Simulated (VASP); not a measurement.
Here is a VASP 6.6.1 calculation.

Contents of INCAR:

```
SYSTEM = InGa3P4
ALGO = Normal ; EDIFF = 1E-6
ENCUT = 520 ; GGA = PE
ISIF = 2 ; ISMEAR = 0
LASPH = .True. ; LCHARG = .False.
LREAL = .False. ; LWAVE = .False.
NBANDS = 46 ; NELM = 60
PREC = Accurate ; SIGMA = 0.02
```

File KPOINTS:

```
k-points
0
Gamma
  6 6 6
  0 0 0
```

File POSCAR:

```
InGa3P4
1.0
    5.3864164583      0.0000000000      0.0000000000
    0.0000000000      5.3864164583      0.0000000000
    0.0000000000      0.0000000000      5.3864164583
In Ga P
1 3 4
Direct
    0.5000000000      0.5000000000      0.5000000000
    0.0000000000      0.0000000000      0.5000000000
    0.0000000000      0.5000000000      0.0000000000
    0.5000000000      0.0000000000      0.0000000000
    0.7609478405      0.7609478405      0.7609478405
    0.7609478405      0.2390521595      0.2390521595
    0.2390521595      0.7609478405      0.2390521595
    0.2390521595      0.2390521595      0.7609478405
```

Potentials or basis: VASP PAW PBE potentials, release 64 (In_d, Ga_d, P).

The run is started by

```console
$ cat potpaw_PBE.64/In_d/POTCAR potpaw_PBE.64/Ga_d/POTCAR potpaw_PBE.64/P/POTCAR > POTCAR
$ mpirun -np 1 vasp_std > vasp.out
```

Problem. Predict the band gap on the k mesh.

Solution. 1.45 eV.

Problem. Predict the largest force.

Solution. 0.010 eV/Å.

Forces on the atoms (eV/Å):
```
In   0.000  0.000  0.000
Ga   0.000  0.000  0.000
Ga   0.000  0.000  0.000
Ga   0.000  0.000  0.000
P   -0.005 -0.005 -0.005
P   -0.005  0.005  0.005
P    0.005 -0.005  0.005
P    0.005  0.005 -0.005
```

Caveat: spin-orbit coupling is left out, which moves the levels of the heavy elements. A k mesh can miss the band edges.
